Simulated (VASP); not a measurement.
# Bi3S (P-6m2) in VASP: notebook, part 2 of 2

VASP 6.6.1. The steps go on from the part before.

### Step 4. Single point, PBE

This run uses another cell than the first one, of the same volume but with other edges.

Input file INCAR:

```
PREC = Accurate
ENCUT = 520
EDIFF = 1E-6
ISMEAR = 0
SIGMA = 0.1
LREAL = False
LASPH = True
NELM = 80
ALGO = Normal
ISIF = 2
LWAVE = False
LCHARG = False
GGA = PE
NBANDS = 34
```

Input file KPOINTS:

```
regular mesh
0
Gamma
  12 12 6
```

Input file POSCAR:

```
Bi3S
1.0
    3.6251877141      0.0000000000      0.0000000000
   -1.8125938571      3.1395046539      0.0000000000
    0.0000000000      0.0000000000      9.9102558924
Bi S
3 1
Direct
    0.6666666667      0.3333333333      0.0000000000
    0.0000000000      0.0000000000      0.7099440319
    0.0000000000      0.0000000000      0.2900559681
    0.6666666667      0.3333333333      0.5000000000
```

Potentials or basis: VASP PAW PBE potentials, release 64 (Bi_d, S).

Command:

```bash
cat potpaw_PBE.64/Bi_d/POTCAR potpaw_PBE.64/S/POTCAR > POTCAR
mpirun -np 1 vasp_std > vasp.out
```

OUTCAR:

```text
PREC = Accurate
   ENCUT = 520
   EDIFF = 1E-6
   ISMEAR = 0
   LREAL = False
   LASPH = True
   NELM = 80
   ISIF = 2
   GGA = PE

 ion  position               nearest neighbor table
   1  0.667  0.333  0.000-   2 3.56   3 3.56   2 3.56   3 3.56   2 3.56   3 3.56
   2  0.000  0.000  0.710-   4 2.95   4 2.95   4 2.95   1 3.56   1 3.56   1 3.56
   3  0.000  0.000  0.290-   4 2.95   4 2.95   4 2.95   1 3.56   1 3.56   1 3.56
   4  0.667  0.333  0.500-   2 2.95   3 2.95   2 2.95   3 2.95   2 2.95   3 2.95

  LATTYP: Found a hexagonal cell.
[... 1089 lines left out ...]
  --------------------------------------------------------------------------------------
  -------------------------------------------------------------------------------------
  Total       -0.0445581     -0.0445581     -0.0426391      0.0000000      0.0000000      0.0000000
  in kB       -0.6329377     -0.6329377     -0.6056787      0.0000000      0.0000000      0.0000000
  external PRESSURE =      -0.6238514 kB  Pullay stress =       0.0000000 kB

 VOLUME and BASIS-vectors are now :
 -----------------------------------------------------------------------------
  energy-cutoff  :      520.00
  volume of cell :      112.79
      direct lattice vectors                 reciprocal lattice vectors
     3.625187714  0.000000000  0.000000000     0.275847785  0.159260793  0.000000000
    -1.812593857  3.139504654  0.000000000     0.000000000  0.318521585  0.000000000
     0.000000000  0.000000000  9.910255892     0.000000000  0.000000000  0.100905568

 POSITION                                       TOTAL-FORCE (eV/Angst)
 -----------------------------------------------------------------------------------
      1.81259      1.04650      0.00000        -0.000000     -0.000000     -0.000000
      0.00000      0.00000      7.03573        -0.000000      0.000000      0.002434
      0.00000      0.00000      2.87453        -0.000000      0.000000     -0.002434
      1.81259      1.04650      4.95513         0.000000     -0.000000     -0.000000
 -----------------------------------------------------------------------------------
    total drift:                               -0.000000      0.000000      0.000000

  FREE ENERGIE OF THE ION-ELECTRON SYSTEM (eV)
  ---------------------------------------------------
  free  energy   TOTEN  =       -15.5237923281 eV

  energy  without entropy=      -15.5166000608  energy(sigma->0) =      -15.52019619
```

It took 8.1 min on 1 thread of Intel Xeon 8259CL, shared host; peak memory 0.38 GiB.

What came out:

| Quantity | Value |
| --- | --- |
| Free energy | -15.5238 eV |
| Pressure | -0.1 GPa |
| Band gap on the k mesh | zero (an odd number of electrons rules out a gap without spin polarisation) |

Forces on the atoms (eV/Å):
```
Bi   0.000  0.000  0.000
Bi   0.000  0.000  0.002
Bi   0.000  0.000 -0.002
S    0.000  0.000  0.000
```

Caveat: spin-orbit coupling is left out, which moves the levels of the heavy elements.

### Step 5. Relaxation of cell and atoms, PBE

This run uses another cell than the first one, of 38.92 Å³/atom.

Input file INCAR:

```
ALGO = Normal ; EDIFF = 1E-6
EDIFFG = -0.04 ; ENCUT = 600
GGA = PE ; IBRION = 2
ISIF = 3 ; ISMEAR = 0
LASPH = T ; LCHARG = F
LREAL = F ; LWAVE = F
NELM = 60 ; NSW = 90
PREC = Accurate ; SIGMA = 0.1
```

Input file KPOINTS:

```
k-points
0
Gamma
  6 6 2
```

Input file POSCAR:

```
Bi3S
1.0
    3.8231699800      0.0000000000      0.0000000000
   -1.9115849900      3.3109623300      0.0000000000
    0.0000000000      0.0000000000     12.2995750400
Bi S
3 1
Direct
    0.6666666700      0.3333333300      0.0000000000
    0.0000000000      0.0000000000      0.7425651000
    0.0000000000      0.0000000000      0.2574349000
    0.6666666700      0.3333333300      0.5000000000
```

Command:

```bash
cat potpaw_PBE.64/Bi_d/POTCAR potpaw_PBE.64/S/POTCAR > POTCAR
mpirun -np 1 vasp_std > vasp.out
```

It took 21 min on 1 thread of Intel Xeon 8259CL, shared host; peak memory 0.36 GiB.

Results (log left out):

* Free energy: -15.4842 eV
* Relaxed volume: 28.17 Å³/atom
* Relaxed cell: a = 3.580 Å, b = 3.580 Å, c = 10.153 Å, α = 90.00°, β = 90.00°, γ = 120.00°
* Space group after relaxing (to 0.1 Å): P-6m2 (No. 187)
* Energy gained by relaxing: 628.6 meV/atom
* Ionic steps: 16
* Pressure after relaxing: 0.0 GPa
* Band gap on the k mesh: zero (an odd number of electrons rules out a gap without spin polarisation)

Stress tensor (GPa, compression positive):
```
-0.01  0.00  0.00
 0.00 -0.01  0.00
 0.00  0.00  0.08
```

The path:
```tsv
step	energy change (eV)	largest force (eV/Å)	pressure (GPa)	volume (Å³)
1	0.0000	0.4158	-8.66	155.69
2	-1.7472	1.1194	-0.31	112.86
3	-1.7520	1.1600	0.55	111.24
4	-1.9514	1.3479	0.77	110.35
5	-2.3787	0.3444	3.69	107.14
6	-2.4535	0.0607	0.64	112.95
7	-2.4535	0.0614	0.67	112.96
8	-2.4762	0.0888	0.09	113.54
9	-2.4853	0.2330	-0.49	114.13
10	-2.4934	0.2195	-0.17	113.15
11	-2.4996	0.2275	0.61	111.18
12	-2.5065	0.2000	0.36	111.59
13	-2.5100	0.1574	0.13	112.04
14	-2.5101	0.1493	0.10	112.11
15	-2.5136	0.0655	0.05	112.45
16	-2.5143	0.0018	0.02	112.69
```

Final structure:
```
CELL_PARAMETERS angstrom
3.57996 0.00000 0.00000
-1.78998 3.10033 0.00000
0.00000 0.00000 10.15328
ATOMIC_POSITIONS crystal
Bi 0.66667 0.33333 0.00000
Bi 0.00000 0.00000 0.70804
Bi 0.00000 0.00000 0.29196
S 0.66667 0.33333 0.50000
```

Levels at points of the mesh, in eV from the Fermi level:
| k point | band 21 | band 22 | band 23 | band 24 | band 25 | band 26 | band 27 | band 28 | band 29 | band 30 |
| --- | --- | --- | --- | --- | --- | --- | --- | --- | --- | --- |
| (0.00, 0.00, 0.00) | -1.17 | -1.17 | -0.84 | -0.14 | 3.40 | 3.40 | 3.67 | 3.67 | 4.34 | 4.34 |
| (0.50, 0.00, 0.00) | -5.00 | -4.06 | -2.35 | -2.21 | -2.18 | 0.27 | 1.17 | 1.19 | 1.35 | 2.13 |
| (0.00, 0.00, 0.50) | -3.24 | -1.17 | -1.17 | 2.52 | 2.70 | 3.34 | 3.34 | 3.71 | 3.71 | 4.38 |
| (0.50, 0.00, 0.50) | -5.05 | -3.87 | -3.27 | -2.34 | -0.92 | -0.18 | 0.61 | 1.56 | 2.44 | 2.56 |

Caveat: the volume moved by over 15 % at a fixed basis, so the end points are rough; spin-orbit coupling is left out, which moves the levels of the heavy elements.

### Step 6. Relaxation of cell and atoms, PBE

Input file INCAR:

```
SYSTEM = Bi3S
PREC = Accurate
ENCUT = 600
EDIFF = 1E-7
ISMEAR = 0
SIGMA = 0.1
LREAL = .False.
LASPH = .True.
NELM = 100
ALGO = Normal
ISIF = 3
LWAVE = .False.
LCHARG = .False.
GGA = PE
IBRION = 2
NSW = 100
EDIFFG = -0.01
```

Input file KPOINTS:

```
regular mesh
0
Gamma
  12 12 6
  0 0 0
```

Input file POSCAR:

```
Bi3S
1.0
    3.5807426513      0.0000000000      0.0000000000
   -1.7903713257      3.1010141005      0.0000000000
    0.0000000000      0.0000000000     10.1612272824
Bi S
3 1
Direct
    0.6666666667      0.3333333333      0.0000000000
    0.0000000000      0.0000000000      0.7080122072
    0.0000000000      0.0000000000      0.2919877928
    0.6666666667      0.3333333333      0.5000000000
```

Potentials or basis: VASP PAW PBE potentials, release 64 (Bi_d, S).

Command:

```bash
cat potpaw_PBE.64/Bi_d/POTCAR potpaw_PBE.64/S/POTCAR > POTCAR
mpirun -np 1 vasp_std > vasp.out
```

Wall time 59 min (1 thread of Intel Xeon 8259CL, shared host); peak memory 0.45 GiB.

It converged, with:

```yaml
Free_energy: -15.5239 eV
Relaxed_volume: 28.20 Å³/atom
Relaxed_cell: a = 3.625 Å, b = 3.625 Å, c = 9.911 Å, α = 90.00°, β = 90.00°, γ = 120.00°
Space_group_after_relaxing_to_0.1_Å: P-6m2 (No. 187)
Energy_gained_by_relaxing: 4.0 meV/atom
Ionic_steps: 9
Pressure_after_relaxing: 0.0 GPa
Largest_force_after_relaxing: 0.004 eV/Å
Band_gap_on_the_k_mesh: zero (an odd number of electrons rules out a gap without spin polarisation)
```

Forces on the atoms (eV/Å):
```
Bi   0.000  0.000  0.000
Bi   0.000  0.000 -0.004
Bi   0.000  0.000  0.004
S    0.000  0.000  0.000
```

Step by step:
| step | energy change (eV) | largest force (eV/Å) | pressure (GPa) | volume (Å³) |
| --- | --- | --- | --- | --- |
| 1 | 0.0000 | 0.0618 | -0.16 | 112.83 |
| 2 | -0.0111 | 0.0739 | 0.25 | 112.35 |
| 3 | -0.0118 | 0.1207 | 0.40 | 112.19 |
| 4 | -0.0142 | 0.0819 | -0.15 | 113.27 |
| 5 | -0.0142 | 0.0809 | -0.18 | 113.30 |
| 6 | -0.0152 | 0.0569 | -0.11 | 113.11 |
| 7 | -0.0160 | 0.0164 | 0.00 | 112.80 |
| 8 | -0.0160 | 0.0127 | 0.01 | 112.77 |
| 9 | -0.0160 | 0.0037 | -0.03 | 112.82 |

Final structure:
```
CELL_PARAMETERS angstrom
3.62547 0.00000 0.00000
-1.81274 3.13975 0.00000
0.00000 0.00000 9.91097
ATOMIC_POSITIONS crystal
Bi 0.66667 0.33333 0.00000
Bi 0.00000 0.00000 0.71000
Bi 0.00000 0.00000 0.29000
S 0.66667 0.33333 0.50000
```

Levels at points of the mesh, in eV from the Fermi level:
| k point | band 24 | band 25 | band 26 | band 27 | band 28 | band 29 |
| --- | --- | --- | --- | --- | --- | --- |
| (0.00, 0.00, 0.00) | -0.06 | 3.01 | 3.01 | 3.36 | 3.36 | 4.02 |
| (0.50, 0.00, 0.00) | -2.25 | -2.02 | 0.23 | 0.86 | 1.02 | 1.47 |
| (0.00, 0.00, 0.50) | 2.54 | 2.81 | 2.94 | 2.94 | 3.40 | 3.40 |
| (0.50, 0.00, 0.50) | -2.58 | -0.85 | -0.19 | 0.32 | 1.70 | 2.34 |

Caveat: spin-orbit coupling is left out, which moves the levels of the heavy elements.

### Step 7. The runs side by side

| task | cell | k mesh | cutoff (eV) | gap on the mesh (eV) | pressure (GPa) | relaxed volume (Å³/atom) | largest force (eV/Å) |
| --- | --- | --- | --- | --- | --- | --- | --- |
| single point | a = 3.581, b = 3.581, c = 10.161 Å, angles 90.0, 90.0, 120.0°, 4 atoms, atomic positions A | 6 × 6 × 2 | 520 | none | -0.1 | - | 0.01 |
| single point | a = 3.823, b = 3.823, c = 12.300 Å, angles 90.0, 90.0, 120.0°, 4 atoms, atomic positions B | 6 × 6 × 2 | 520 | none | -8.7 | - | 0.42 |
| single point | a = 3.625, b = 3.625, c = 9.910 Å, angles 90.0, 90.0, 120.0°, 4 atoms, atomic positions C | 12 × 12 × 6 | 520 | none | -0.1 | - | - |
| relaxation of cell and atoms | relaxed from a = 3.823, b = 3.823, c = 12.300 Å, angles 90.0, 90.0, 120.0°, 4 atoms, atomic positions B | 6 × 6 × 2 | 600 | none | 0.0 | 28.17 | - |
| relaxation of cell and atoms | relaxed from a = 3.581, b = 3.581, c = 10.161 Å, angles 90.0, 90.0, 120.0°, 4 atoms, atomic positions A | 12 × 12 × 6 | 600 | none | 0.0 | 28.20 | - |

Alike in all rows: level PBE; potentials or basis VASP PAW PBE potentials, release 64 (Bi_d, S); no spin polarisation; smearing gaussian 0.1 eV.

Caveats: spin-orbit coupling is left out, which moves the levels of the heavy elements; the cell stands under tension (at least some runs); this functional lacks dispersion, which binds the layers, so the pressure and a relaxed spacing across them are unreliable (at least some runs); the volume moved by over 15 % at a fixed basis, so the end points are rough (at least some runs).

Absolute energies hang on the potentials; compare differences alone.
